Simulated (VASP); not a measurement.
Write the native input for VASP 6.6.1 that does the following.

* Task: single point
* Functional: PBE
* Potentials or basis: VASP PAW PBE potentials, release 64 (Ag, O)
* Cutoff: 520 eV
* k mesh: 18 × 18 × 18
* Occupations: fermi-dirac, width 0.0612256 eV
* Spin: no spin polarisation
* Dipole correction: no
* Further INCAR settings: ALGO = Normal; EDIFF = 1e-06; NBANDS = 18

The structure of AgO2 (fluorite type) lies in POSCAR:

```
AgO2
1.0
    0.0000000000      2.5282597599      2.5282597599
    2.5282597599      0.0000000000      2.5282597599
    2.5282597599      2.5282597599      0.0000000000
Ag O
1 2
Direct
    0.0000000000      0.0000000000      0.0000000000
    0.2500000000      0.2500000000      0.2500000000
    0.7500000000      0.7500000000      0.7500000000
```

The input as run:

INCAR

```
SYSTEM = AgO2
PREC     = Accurate       ! precision mode
ENCUT    = 520            ! plane-wave cutoff, eV
EDIFF    = 1E-6           ! SCF threshold, eV
ISMEAR   = -1             ! smearing method
SIGMA    = 0.06122561905347299 ! smearing width, eV
LREAL    = .FALSE.        ! projectors in reciprocal space
LASPH    = .TRUE.         ! aspherical terms in the spheres
NELM     = 60             ! most SCF steps
ALGO     = Normal         ! electronic algorithm
ISIF     = 2              ! what is computed and relaxed
LWAVE    = .FALSE.        ! write WAVECAR
LCHARG   = .FALSE.        ! write CHGCAR
GGA      = PE             ! functional
NBANDS   = 18             ! bands
```

KPOINTS

```
regular mesh
0
G
  18 18 18
  0 0 0
```

Potentials or basis: VASP PAW PBE potentials, release 64 (Ag, O).

Run with:

```sh
$ cat potpaw_PBE.64/Ag/POTCAR potpaw_PBE.64/O/POTCAR > POTCAR
$ mpirun -np 1 vasp_std > vasp.out
```

It gave:

| Property | Result |
| --- | --- |
| Pressure | 10.4 GPa |
| Band gap on the k mesh | zero (an odd number of electrons rules out a gap without spin polarisation) |

Caveat: the cell stands under pressure; an odd number of electrons without spin polarisation forces a metal; a magnetic or distorted state may lie lower.

Wall time 110 s on 1 thread of Intel(R) Xeon(R) Platinum 8488C (Sapphire Rapids), with other jobs on the host, peak memory 0.24 GiB.
